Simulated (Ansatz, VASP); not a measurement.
One calculation of AlC2, two programs

```
Al C
1.0
    -2.32760    2.32760    2.73364
     2.32760   -2.32760    2.73364
     2.32760    2.32760   -2.73364
Al C
2 4
Direct
  0.25000 0.25000 0.00000
  0.75000 0.75000 0.00000
  0.59927 0.09927 0.69854
  0.09927 0.40073 0.50000
  0.40073 0.90073 0.30146
  0.90073 0.59927 0.50000
```

Alike in both runs: functional PBE; k mesh 12 × 12 × 12; occupations gaussian, width 0.1 eV; no spin polarisation.

Ansatz relaxed the structure, and its values are those at the end. VASP's run is a single point on that final structure, the one shown.

|  | VASP | Ansatz |
| --- | --- | --- |
| version | VASP 6.6.1 | Ansatz 0.2.0 |
| potentials or method | VASP PAW PBE potentials, release 64 (Al, C), cutoff 520 eV | scalar-relativistic, plane waves, PAW |
| valence electrons in the cell | 22 | 22 |

Ansatz gave:

```
gap on the k mesh at the Fermi level (eV) : none
pressure (GPa)                            : 0.0
rms of the force components (eV/Å)        : 0.000
```

Q: Estimate VASP's values.

A: gap on the k mesh at the Fermi level (eV): none; pressure (GPa): 0.2; rms of the force components (eV/Å): 0.048.

A gap of «none» marks a metal or a gap that the smearing closes. With one functional, cell and mesh, what is left measures potentials, basis and numerics.
